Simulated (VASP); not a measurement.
# Cu in VASP: notebook, part 2 of 2

VASP 6.6.1. The steps go on from the part before.

### 3 Single point, PBE

This run uses another cell than the first one.

INCAR reads:

```
SYSTEM = Cu
PREC = Accurate ; ENCUT = 520
EDIFF = 1E-6 ; ISMEAR = -1
SIGMA = 0.05 ; LREAL = .False.
LASPH = .True. ; NELM = 80
ALGO = Normal ; ISIF = 2
LWAVE = .False. ; LCHARG = .False.
LDIPOL = .True. ; IDIPOL = 3
DIPOL = 0.5 0.5 0.500 ; GGA = PE
NBANDS = 24
```

KPOINTS reads:

```
Automatic mesh
0
Gamma
  16 11 1
  0 0 0
```

POSCAR reads:

```
Cu
1.0
    2.5664536728      0.0000000000      0.0000000000
    0.0000000000      3.6295135912      0.0000000000
    0.0000000000      0.0000000000     18.5665000000
Cu
3
Direct
    0.0000000000      0.0000000000      0.4308848282
    0.5000000000      0.5000000000      0.5000000000
    0.0000000000      0.0000000000      0.5691151718
```

Potentials or basis: VASP PAW PBE potentials, release 64 (Cu).

Started as:

```sh
> cat potpaw_PBE.64/Cu/POTCAR > POTCAR
> mpirun -np 1 vasp_std > vasp.out
```

OUTCAR:

```text
SYSTEM = Cu
   PREC = Accurate
   ENCUT = 520
   EDIFF = 1E-6
   ISMEAR = -1
   LREAL = .False.
   LASPH = .True.
   NELM = 80
   ISIF = 2
   GGA = PE

 ion  position               nearest neighbor table
   1  0.000  0.000  0.431-   2 2.57   2 2.57   2 2.57   2 2.57   3 2.57
   2  0.500  0.500  0.500-   1 2.57   3 2.57   1 2.57   3 2.57   1 2.57   3 2.57   1 2.57   3 2.57

   3  0.000  0.000  0.569-   2 2.57   2 2.57   2 2.57   2 2.57   1 2.57

  LATTYP: Found a simple orthorhombic cell.
 ALAT       =     2.5664536728
 B/A-ratio  =     1.4142135623
 C/A-ratio  =     7.2343016345

  Lattice vectors:

 A1 = (   2.5664536728,   0.0000000000,   0.0000000000)
 A2 = (   0.0000000000,   3.6295135912,   0.0000000000)
 A3 = (   0.0000000000,   0.0000000000,  18.5665000000)

Analysis of symmetry for initial positions (statically):
=====================================================================
 Subroutine PRICEL returns:
 Original cell was already a primitive cell.

 Routine SETGRP: Setting up the symmetry group for a
 simple orthorhombic supercell.

 Subroutine GETGRP returns: Found  8 space group operations
[... 174 lines left out ...]
 cond. band min:      -1.8675124696   @ k =   0.4375   0.3636   0.0000
 fundamental gap:      0.1826314622
 Fermi energy:        -1.9123393908

 k-point     1 :       0.0000    0.0000    0.0000
  band No.  band energies     occupation
      1      -9.2733      2.00000
      2      -5.9297      2.00000
      3      -5.8419      2.00000
      4      -5.3418      2.00000
      5      -4.8170      2.00000
      6      -4.5823      2.00000
[... 637 lines left out ...]
     23       5.6601      0.00000
     24       6.2178      0.00000

 [... further k-points ...]

------------------------ aborting loop because EDIFF is reached ----------------------------------------

 vacuum level on the upper side and lower side of the slab       (xc-potential included)        -0.091        -0.091

  FORCE on cell =-STRESS in cart. coord.  units (eV):
  Direction    XX          YY          ZZ          XY          YZ          ZX
  --------------------------------------------------------------------------------------
  -------------------------------------------------------------------------------------
  Total       -2.1619785     -2.4177214     -1.0877816     -0.0000000      0.0000000      0.0000000
  in kB      -20.0285749    -22.3977778    -10.0772122     -0.0000000      0.0000000      0.0000000
  external PRESSURE =     -17.5011883 kB  Pullay stress =       0.0000000 kB

 VOLUME and BASIS-vectors are now :
 -----------------------------------------------------------------------------
  energy-cutoff  :      520.00
  volume of cell :      172.95
      direct lattice vectors                 reciprocal lattice vectors
     2.566453673  0.000000000  0.000000000     0.389642724  0.000000000  0.000000000
     0.000000000  3.629513591  0.000000000     0.000000000  0.275519012  0.000000000
     0.000000000  0.000000000 18.566500000     0.000000000  0.000000000  0.053860448

 POSITION                                       TOTAL-FORCE (eV/Angst)
 -----------------------------------------------------------------------------------
      0.00000      0.00000      8.00002         0.000000     -0.000000      0.416856
      1.28323      1.81476      9.28325         0.000000     -0.000000      0.000000
      0.00000      0.00000     10.56648         0.000000      0.000000     -0.416856
 -----------------------------------------------------------------------------------
    total drift:                                0.000000      0.000000      0.000000

  FREE ENERGIE OF THE ION-ELECTRON SYSTEM (eV)
  ---------------------------------------------------
  free  energy   TOTEN  =        -9.3853845706 eV

  energy  without entropy=       -9.3793790914  energy(sigma->0) =       -9.38238183

 vacuum level on the upper side and lower side of the slab         2.409         2.409
```

OSZICAR:

```text
N       E                     dE             d eps       ncg     rms          rms(c)
DAV:   1     0.240904712155E+03    0.24090E+03   -0.12791E+04  2592   0.134E+03
DAV:   2    -0.611174280071E+00   -0.24152E+03   -0.22596E+03  2592   0.292E+02
DAV:   3    -0.110812422649E+02   -0.10470E+02   -0.10143E+02  3280   0.103E+02
[... 15 lines left out ...]
DAV:  19    -0.938536569571E+01   -0.12099E-04   -0.17733E-06  1960   0.252E-02    0.882E-04
DAV:  20    -0.938538159235E+01   -0.15897E-04   -0.17903E-06  1832   0.137E-02    0.117E-03
DAV:  21    -0.938538310740E+01   -0.15151E-05   -0.24559E-07  2048   0.124E-02    0.259E-04
DAV:  22    -0.938538430318E+01   -0.11958E-05   -0.11512E-07  1832   0.352E-03    0.200E-04
DAV:  23    -0.938538457062E+01   -0.26745E-06   -0.32790E-08  1808   0.340E-03
   1 F= -.93853846E+01 E0= -.93823818E+01  d E =-.600548E-02
```

Wall time 4.2 min (1 thread of Intel Xeon Platinum 8488C (Sapphire Rapids), shared host); peak memory 0.36 GiB.

What came out:

| Item | Value |
| --- | --- |
| Free energy | -9.3854 eV |
| Largest force | 0.417 eV/Å |
| Band gap on the k mesh | zero (an odd number of electrons rules out a gap without spin polarisation) |

Forces in eV/Å, atoms in the order of the input:
```
Cu   0.000  0.000  0.417
Cu   0.000  0.000  0.000
Cu   0.000  0.000 -0.417
```

### 4 Single point, PBE

This run uses another cell than the first one.

INCAR reads:

```
PREC = Accurate
ENCUT = 520
EDIFF = 1E-7
ISMEAR = -1
SIGMA = 0.05
LREAL = F
LASPH = T
NELM = 60
ALGO = Normal
ISIF = 2
LWAVE = F
LCHARG = F
LDIPOL = T
IDIPOL = 3
DIPOL = 0.5 0.5 0.500
GGA = PE
NBANDS = 24
```

KPOINTS reads:

```
regular mesh
0
Gamma
  16 11 1
```

POSCAR reads:

```
Cu
1.0
    2.5664536728      0.0000000000      0.0000000000
    0.0000000000      3.6295135912      0.0000000000
    0.0000000000      0.0000000000     18.5665000000
Cu
3
Direct
    0.0000000000      0.0000000000      0.4344196467
    0.5000000000      0.5000000000      0.4999999951
    0.0000000000      0.0000000000      0.5655803582
```

Started as:

```sh
> cat potpaw_PBE.64/Cu/POTCAR > POTCAR
> mpirun -np 1 vasp_std > vasp.out
```

Run time: 4 min. Hardware: 1 thread of Intel Xeon Platinum 8488C (Sapphire Rapids), shared host; peak memory 0.36 GiB.

Results (log left out):

```
Free energy            : -9.4135 eV
Largest force          : 0.025 eV/Å
Band gap on the k mesh : zero (an odd number of electrons rules out a gap without spin polarisation)
```

Forces on the atoms (eV/Å):
```
Cu   0.000  0.000 -0.025
Cu   0.000  0.000  0.000
Cu   0.000  0.000  0.025
```

Levels at points of the mesh, in eV from the Fermi level:
```csv
k point,band 14,band 15,band 16,band 17,band 18,band 19,band 20,band 21
"(0.00, 0.00, 0.00)",-1.67,-1.45,-1.34,-1.29,1.04,3.72,3.82,4.32
"(0.50, 0.00, 0.00)",-1.37,-1.27,0.33,0.40,2.14,4.28,5.85,8.28
```

### 5 Summary

| cell | gap on the mesh (eV) | largest force (eV/Å) |
| --- | --- | --- |
| a = 2.566, b = 3.630, c = 13.435 Å, 3 atoms, atomic positions A | none | 0.02 |
| a = 2.566, b = 3.630, c = 18.567 Å, 3 atoms, atomic positions B | none | 0.42 |
| a = 2.566, b = 3.630, c = 18.567 Å, 3 atoms, atomic positions A | none | 0.02 |

Alike in all rows: task single point; level PBE; potentials or basis VASP PAW PBE potentials, release 64 (Cu); no spin polarisation; k mesh 16 × 11 × 1; cutoff (eV) 520; smearing fermi-dirac 0.05 eV.

Absolute energies hang on the potentials; compare differences alone.
